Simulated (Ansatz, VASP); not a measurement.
# Two plane-wave programs on Si2C3

```
Si C
1.0
     3.75846    0.00000    0.00000
     0.00000    3.75846    0.00000
     0.00000    0.00000    3.75846
Si C
2 3
Direct
  0.00000 0.00000 0.00000
  0.50000 0.50000 0.50000
  0.50000 0.00000 0.00000
  0.00000 0.50000 0.00000
  0.00000 0.00000 0.50000
```

Alike in both runs: functional PBE; k mesh 4 × 4 × 4; occupations gaussian, width 0.2 eV; no spin polarisation.

Ansatz relaxed the structure, and its values are those at the end. VASP's run is a single point on that final structure, the one shown.

|  | VASP | Ansatz |
| --- | --- | --- |
| version | VASP 6.6.1 | Ansatz 0.2.0 |
| potentials or method | VASP PAW PBE potentials, release 64 (Si, C), cutoff 600 eV | scalar-relativistic, plane waves, PAW |
| valence electrons in the cell | 20 | 20 |

Ansatz gave:

- gap on the k mesh at the Fermi level (eV): none
- pressure (GPa): -0.3

What did VASP give for the same quantities?

gap on the k mesh at the Fermi level (eV): none; pressure (GPa): -0.5.

A gap of «none» marks a metal or a gap that the smearing closes.

The k mesh is coarse, so the values compare programs but aren't converged.
